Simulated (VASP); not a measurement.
# Si3S2 (I4/mmm) in VASP: further runs, part 3 of 3

VASP 6.6.1.

### 5 Relaxation of cell and atoms, PBE

This run uses another cell than the first one, of 22.11 Å³/atom.

Contents of INCAR:

```
PREC = Accurate
ENCUT = 600
EDIFF = 1E-6
ISMEAR = 0
SIGMA = 0.1
LREAL = F
LASPH = T
NELM = 80
ALGO = Normal
ISIF = 3
LWAVE = F
LCHARG = F
GGA = PE
IBRION = 2
NSW = 90
EDIFFG = -0.04
```

Contents of KPOINTS:

```
regular mesh
0
Gamma
  6 6 6
```

Contents of POSCAR:

```
Si3S2
1.0
   -2.5225960500      2.5225960500      4.3429358000
    2.5225960500     -2.5225960500      4.3429358000
    2.5225960500      2.5225960500     -4.3429358000
Si S
3 2
Direct
    0.2461354300      0.2461354300      0.0000000000
    0.7538645700      0.7538645700      0.0000000000
    0.0000000000      0.0000000000      0.0000000000
    0.5000000000      0.0000000000      0.5000000000
    0.0000000000      0.5000000000      0.5000000000
```

Potentials or basis: VASP PAW PBE potentials, release 64 (Si, S).

Command:

```console
cat potpaw_PBE.64/Si/POTCAR potpaw_PBE.64/S/POTCAR > POTCAR
mpirun -np 1 vasp_std > vasp.out
```

OUTCAR:

```text
PREC = Accurate
   ENCUT = 600
   EDIFF = 1E-6
   ISMEAR = 0
   LREAL = F
   LASPH = T
   NELM = 80
   ISIF = 3
   GGA = PE
   IBRION = 2
   NSW = 90
   EDIFFG = -0.04

 ion  position               nearest neighbor table
   1  0.246  0.246  0.000-   3 2.14
   2  0.754  0.754  0.000-   3 2.14
   3  0.000  0.000  0.000-   1 2.14   2 2.14   4 2.52   5 2.52   5 2.52   4 2.52
   4  0.500  0.000  0.500-   3 2.52   3 2.52
   5  0.000  0.500  0.500-   3 2.52   3 2.52

  LATTYP: Found a body centered tetragonal cell.
 ALAT       =     5.0451921000
 C/A-ratio  =     1.7216136527

  Lattice vectors:

 A1 = (  -2.5225960500,   2.5225960500,   4.3429358000)
 A2 = (   2.5225960500,  -2.5225960500,   4.3429358000)
 A3 = (   2.5225960500,   2.5225960500,  -4.3429358000)

Analysis of symmetry for initial positions (statically):
=====================================================================
 Subroutine PRICEL returns:
 Original cell was already a primitive cell.

 Routine SETGRP: Setting up the symmetry group for a
 body centered tetragonal supercell.

 Subroutine GETGRP returns: Found 16 space group operations
 (whereof 16 operations were pure point group operations)
 out of a pool of 16 trial point group operations.

The static configuration has the point symmetry D_4h.

Analysis of symmetry for dynamics (positions and initial velocities):
[... 244 lines left out ...]

 number of electron      24.0000001 magnetization

 E-fermi :   4.7992     XC(G=0):  -9.4806

 val. band max:        4.7864305425   @ k =  -0.3333  -0.3333   0.3333
 cond. band min:       4.8105972000   @ k =  -0.3333   0.5000   0.1667
 fundamental gap:      0.0241666574
 Fermi energy:         4.7992461045

 k-point     1 :       0.0000    0.0000    0.0000
  band No.  band energies     occupation
      1      -9.2896      2.00000
      2      -6.9394      2.00000
      3      -2.6377      2.00000
      4      -1.0241      2.00000
      5      -0.8002      2.00000
      6      -0.8002      2.00000
[... 479 lines left out ...]
  FREE ENERGIE OF THE ION-ELECTRON SYSTEM (eV)
  ---------------------------------------------------
  free  energy   TOTEN  =       -20.8511657005 eV

  energy  without entropy=      -20.8264059213  energy(sigma->0) =      -20.83878581

[... ionic steps 4 to 21 ...]

--------------------------------------- Ionic step       22  -------------------------------------------

 number of electron      24.0000000 magnetization

------------------------ aborting loop because EDIFF is reached ----------------------------------------
[... 73 lines left out ...]
--------------------------------------- Ionic step       24  -------------------------------------------

 number of electron      24.0000000 magnetization

 Free energy of the ion-electron system (eV)
  ---------------------------------------------------
  ext. energy  EPLUGINS =         0.00000000
  ---------------------------------------------------
  free energy    TOTEN  =       -22.79771248 eV

  energy without entropy =      -22.78771958  energy(sigma->0) =      -22.79271603

 E-fermi :   7.4274     XC(G=0): -10.2882

 val. band max:        7.4272374347   @ k =  -0.3333   0.1667  -0.0000
 cond. band min:       7.4880926059   @ k =   0.3333   0.3333   0.1667
 fundamental gap:      0.0608551712
 Fermi energy:         7.4273879322

 k-point     1 :       0.0000    0.0000    0.0000
  band No.  band energies     occupation
      1      -8.1943      2.00000
      2      -5.3868      2.00000
      3       0.2547      2.00000
      4       0.7096      2.00000
      5       0.7096      2.00000
      6       1.0154      2.00000
[... 479 lines left out ...]
  FREE ENERGIE OF THE ION-ELECTRON SYSTEM (eV)
  ---------------------------------------------------
  free  energy   TOTEN  =       -22.7977124777 eV

  energy  without entropy=      -22.7877195763  energy(sigma->0) =      -22.79271603

 reached required accuracy - stopping structural energy minimisation
```

OSZICAR:

```text
N       E                     dE             d eps       ncg     rms          rms(c)
DAV:   1     0.956577712843E+02    0.95658E+02   -0.10668E+04   960   0.138E+03
[... 225 lines left out ...]
       N       E                     dE             d eps       ncg     rms          rms(c)
DAV:   1    -0.227982773226E+02   -0.98459E-03   -0.33436E-02  1128   0.108E+00    0.240E-01
DAV:   2    -0.227978751237E+02    0.40220E-03   -0.16045E-03  1176   0.255E-01    0.781E-02
DAV:   3    -0.227977240475E+02    0.15108E-03   -0.28185E-04  1232   0.963E-02    0.234E-02
DAV:   4    -0.227977108143E+02    0.13233E-04   -0.44020E-05  1304   0.399E-02    0.128E-02
DAV:   5    -0.227977118690E+02   -0.10547E-05   -0.42156E-06  1000   0.125E-02    0.608E-03
DAV:   6    -0.227977124777E+02   -0.60872E-06   -0.49769E-07   536   0.409E-03
  24 F= -.22797712E+02 E0= -.22792716E+02  d E =-.155032E-02
```

CONTCAR:

```text
Si3S2
   1.00000000000000
    -2.4373971711809346    2.4373971711809346    3.7033917360186268
     2.4373971711809346   -2.4373971711809346    3.7033917360186268
     2.4373971711809346    2.4373971711809346   -3.7033917360186268
  Si              S
     3     2
Direct
     0.3431708298843663    0.3431708298843663    0.0000000000000000
     0.6568291701156336    0.6568291701156336    0.0000000000000000
     0.0000000000000000    0.0000000000000000    0.0000000000000000
     0.5000000000000000    0.0000000000000000    0.5000000000000000
     0.0000000000000000    0.5000000000000000    0.5000000000000000

  0.00000000E+00  0.00000000E+00  0.00000000E+00
  0.00000000E+00  0.00000000E+00  0.00000000E+00
  0.00000000E+00  0.00000000E+00  0.00000000E+00
  0.00000000E+00  0.00000000E+00  0.00000000E+00
  0.00000000E+00  0.00000000E+00  0.00000000E+00
```

Wall time 28 min (1 thread of Intel Xeon Platinum 8259CL at 2.50GHz (Skylake/Cascade Lake), shared host); peak memory 0.37 GiB.

What came out:

| Quantity | Value |
| --- | --- |
| Free energy | -22.7977 eV |
| Relaxed volume | 17.60 Å³/atom |
| Relaxed cell | a = 5.059 Å, b = 5.059 Å, c = 5.059 Å, α = 122.40°, β = 122.40°, γ = 85.89° |
| Space group after relaxing (to 0.1 Å) | I4/mmm (No. 139) |
| Energy gained by relaxing | 611.4 meV/atom |
| Ionic steps | 24 |
| Pressure after relaxing | 0.0 GPa |
| Largest force after relaxing | 0.023 eV/Å |
| Band gap on the k mesh | zero (bands 12 and 13 overlap by 2.27 eV) |

Forces on the atoms (eV/Å):
```
Si   0.000  0.000  0.023
Si   0.000  0.000 -0.023
Si   0.000  0.000  0.000
S    0.000  0.000  0.000
S    0.000  0.000  0.000
```

The path:
```
step  energy change (eV)  largest force (eV/Å)  pressure (GPa)  volume (Å³)
   1              0.0000                3.5656           -0.98       110.54
   2             -1.1123                0.2069           -7.43       107.61
   3             -1.1106                0.2422           -7.38       107.72
   4             -1.5766                0.5199           -1.54        92.53
   5             -1.5885                0.5573           -0.15        90.18
   6             -1.7369                0.8959            0.65        88.53
   7             -1.9387                2.1224            4.67        83.10
   8             -1.9746                2.1052            4.56        83.02
   9             -2.0894                2.0803            4.22        82.74
  10             -2.3375                2.2568            3.60        82.07
  11             -2.6162                0.8534            7.10        80.20
  12             -2.5872                2.3436            4.68        81.13
  13             -2.6595                1.8792            5.91        80.66
  14             -2.6604                1.6641            6.19        80.54
  15             -2.8620                0.7476            3.67        82.53
  16             -2.9800                0.0731            2.06        85.04
  17             -2.9429                1.5764            1.37        90.18
  18             -3.0027                0.8149            1.47        87.34
  19             -3.0040                0.7194            1.54        87.01
  20             -3.0484                0.2015            0.28        87.92
  21             -3.0556                0.0736           -0.38        88.48
  22             -3.0556                0.0867           -0.41        88.51
  23             -3.0568                0.0571           -0.22        88.27
  24             -3.0572                0.0234            0.01        88.01
```

Final structure:
```
Si S
1.0
    -2.43740    2.43740    3.70339
     2.43740   -2.43740    3.70339
     2.43740    2.43740   -3.70339
Si S
3 2
Cartesian
  0.0000 0.0000 2.5418
  0.0000 0.0000 4.8650
  0.0000 0.0000 0.0000
  0.0000 2.4374 0.0000
  2.4374 0.0000 0.0000
```

Caveat: the volume moved by over 15 % at a fixed basis, so the end points are rough.

### 6 Relaxation of cell and atoms, PBE

Contents of INCAR:

```
SYSTEM = Si3S2
PREC     = Accurate       ! precision mode
ENCUT    = 600            ! plane-wave cutoff, eV
EDIFF    = 1E-6           ! SCF threshold, eV
ISMEAR   = 0              ! smearing method
SIGMA    = 0.1            ! smearing width, eV
LREAL    = .FALSE.        ! projectors in reciprocal space
LASPH    = .TRUE.         ! aspherical terms in the spheres
NELM     = 100            ! most SCF steps
ALGO     = Normal         ! electronic algorithm
ISIF     = 3              ! what is computed and relaxed
LWAVE    = .FALSE.        ! write WAVECAR
LCHARG   = .FALSE.        ! write CHGCAR
GGA      = PE             ! functional
IBRION   = 2              ! ionic algorithm
NSW      = 100            ! ionic steps
EDIFFG   = -0.01          ! ionic threshold
```

Contents of KPOINTS:

```
Automatic mesh
0
G
  12 12 12
  0 0 0
```

Contents of POSCAR:

```
Si3S2
1.0
   -2.4393875746      2.4393875746      3.7010574844
    2.4393875746     -2.4393875746      3.7010574844
    2.4393875746      2.4393875746     -3.7010574844
Si S
3 2
Direct
    0.3434359397      0.3434359397      0.0000000000
    0.6565640603      0.6565640603      0.0000000000
    0.0000000000      0.0000000000      0.0000000000
    0.5000000000      0.0000000000      0.5000000000
    0.0000000000      0.5000000000      0.5000000000
```

Potentials or basis: VASP PAW PBE potentials, release 64 (Si, S).

Command:

```console
cat potpaw_PBE.64/Si/POTCAR potpaw_PBE.64/S/POTCAR > POTCAR
mpirun -np 1 vasp_std > vasp.out
```

Run time: 6.2 min. Hardware: 1 thread of Intel Xeon Platinum 8259CL at 2.50GHz (Skylake/Cascade Lake), shared host; peak memory 0.4 GiB.

The run converged. Its results:

- Free energy: -22.7674 eV
- Relaxed volume: 17.67 Å³/atom
- Relaxed cell: a = 5.062 Å, b = 5.062 Å, c = 5.062 Å, α = 122.28°, β = 122.28°, γ = 86.09°
- Space group after relaxing (to 0.1 Å): I4/mmm (No. 139)
- Energy gained by relaxing: 0.1 meV/atom
- Ionic steps: 2
- Pressure after relaxing: 0.0 GPa
- Largest force after relaxing: 0.005 eV/Å
- Band gap on the k mesh: zero (bands 12 and 13 overlap by 2.25 eV)

Forces in eV/Å, atoms in the order of the input:
```
Si   0.000  0.000  0.005
Si   0.000  0.000 -0.005
Si   0.000  0.000  0.000
S    0.000  0.000  0.000
S    0.000  0.000  0.000
```

The path:
```csv
step,energy change (eV),largest force (eV/Å),pressure (GPa),volume (Å³)
1,0.0000,0.0119,0.18,88.09
2,-0.0003,0.0050,0.00,88.35
```

Final structure:
```
CELL_PARAMETERS angstrom
-2.44345 2.44345 3.69955
2.44345 -2.44345 3.69955
2.44345 2.44345 -3.69955
ATOMIC_POSITIONS crystal
Si 0.34336 0.34336 0.00000
Si 0.65664 0.65664 0.00000
Si 0.00000 0.00000 0.00000
S 0.50000 0.00000 0.50000
S 0.00000 0.50000 0.50000
```

Levels at points of the mesh, in eV from the Fermi level:
| k point | band 8 | band 9 | band 10 | band 11 | band 12 | band 13 | band 14 | band 15 | band 16 |
| --- | --- | --- | --- | --- | --- | --- | --- | --- | --- |
| (0.00, 0.00, 0.00) | -4.21 | -4.21 | -4.04 | -3.72 | -1.33 | -1.33 | -0.99 | 2.17 | 3.63 |
| (0.50, 0.00, 0.00) | -5.47 | -2.50 | -2.40 | -1.23 | -0.61 | 0.76 | 1.61 | 2.10 | 2.28 |
| (0.50, 0.50, 0.00) | -2.62 | -2.34 | -2.06 | -0.69 | 0.01 | 0.20 | 0.48 | 1.45 | 1.72 |
| (0.50, 0.50, 0.50) | -3.71 | -3.71 | -1.77 | -0.93 | 0.92 | 1.78 | 2.09 | 2.09 | 3.31 |

### 7 Overview

```csv
task,cell,k mesh,cutoff (eV),gap on the mesh (eV),pressure (GPa),relaxed volume (Å³/atom),largest force (eV/Å)
single point,"a = 5.060 Å, angles 122.4, 122.4, 86.0°, 5 atoms, atomic positions A",6 × 6 × 6,520,none,0.0,-,0.02
single point,"a = 5.620 Å, angles 126.7, 126.7, 78.8°, 5 atoms, atomic positions B",6 × 6 × 6,520,none,-1.0,-,3.57
single point,"a = 5.063 Å, angles 122.3, 122.3, 86.1°, 5 atoms, atomic positions C",12 × 12 × 12,520,none,0.0,-,0.01
relaxation of cell and atoms,"relaxed from a = 5.620 Å, angles 126.7, 126.7, 78.8°, 5 atoms, atomic positions B",6 × 6 × 6,600,none,0.0,17.60,0.02
relaxation of cell and atoms,"relaxed from a = 5.060 Å, angles 122.4, 122.4, 86.0°, 5 atoms, atomic positions A",12 × 12 × 12,600,none,0.0,17.67,-
```

Alike in all rows: level PBE; potentials or basis VASP PAW PBE potentials, release 64 (Si, S); no spin polarisation; smearing gaussian 0.1 eV.

Caveats: the stress differs along the axes, from -8 to 14 GPa (at least some runs); forces of over 1 eV/Å act on the atoms, so gaps and moduli don't describe the material at rest (at least some runs); the volume moved by over 15 % at a fixed basis, so the end points are rough (at least some runs).

Total energies depend on the potentials used, so only differences within one code and one set of settings carry meaning.

The gap in the log of VASP goes by the Fermi energy; the results here count the filled bands.